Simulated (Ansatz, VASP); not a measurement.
## One calculation of Zn2CdO3, two programs

Contents of INCAR:

```
SYSTEM = Zn2CdO3
PREC = Accurate
ENCUT = 600
EDIFF = 1E-7
ISMEAR = 0
SIGMA = 0.01
LREAL = .False.
LASPH = .True.
NELM = 120
ALGO = Normal
ISIF = 3
LWAVE = .False.
LCHARG = .False.
GGA = PE
IBRION = 2
NSW = 80
EDIFFG = -0.001
GGA_COMPAT = .False.
NELMIN = 4
```

KPOINTS

```
regular mesh
0
Gamma
  12 12 4
  0 0 0
```

The input POSCAR:

```
Zn2CdO3
1.0
    3.3584878006      0.0000000000      0.0000000000
   -1.6792439003      2.9085357537      0.0000000000
    0.0000000000      0.0000000000      8.4172970880
Zn Cd O
2 1 3
Direct
    0.6666666667      0.3333333333      0.3454620057
    0.3333333333      0.6666666667      0.6562970484
    0.0000000000      0.0000000000      0.0065746152
    0.0000000000      0.0000000000      0.2705535100
    0.6666666667      0.3333333333      0.5814650797
    0.3333333333      0.6666666667      0.8896477412
```

Input for Ansatz:

```yaml
crystal:
  lattice:
    - [3.3584878006, 0.0, 0.0]
    - [-1.6792439003, 2.9085357537, 0.0]
    - [0.0, 0.0, 8.417297088]
  atoms:
    - { symbol: Zn, position: [0.6666666667, 0.3333333333, 0.3454620057] }
    - { symbol: Zn, position: [0.3333333333, 0.6666666667, 0.6562970484] }
    - { symbol: Cd, position: [0.0, 0.0, 0.0065746152] }
    - { symbol: O, position: [0.0, 0.0, 0.27055351] }
    - { symbol: O, position: [0.6666666667, 0.3333333333, 0.5814650797] }
    - { symbol: O, position: [0.3333333333, 0.6666666667, 0.8896477412] }
basis:
  ecutwfc: 420
kpoints:
  mp_grid: { grid: [12, 12, 4] }
hamiltonian:
  xc: pbe
scf:
  occupations: { method: gaussian, width: 0.01 }
output:
  forces: true
  stress: true
  eigenvalues: true
relax:
  adjacent_minimum: "off"
  f_tol: 0.001
  max_steps: 60
  cell: { stress_tol: 0.01 }
```

Alike in both runs: task relaxation of cell and atoms; functional PBE; k mesh 12 × 12 × 4; occupations gaussian, width 0.01 eV; no spin polarisation.

|  | VASP | Ansatz |
| --- | --- | --- |
| version | VASP 6.6.1 | Ansatz 0.2.0 |
| potentials or method | VASP PAW PBE potentials, release 64 (Zn, Cd, O), cutoff 600 eV | scalar-relativistic, plane waves, PAW |
| valence electrons in the cell | 54 | 62 |

|  | VASP | Ansatz | Ansatz less VASP |
| --- | --- | --- | --- |
| gap on the k mesh at the Fermi level, each at its own relaxed structure (eV) | 0.08 | 0.11 | +0.029 |
| relaxed volume (Å³/atom) | 13.80 | 13.70 | -0.098 |
| relaxed cell length with the largest relative difference (Å) | 8.440 | 8.417 | -0.0228 |

VASP's potentials hold 54 valence electrons a cell and Ansatz's 62, so a difference there can come from the potentials and not from the codes.
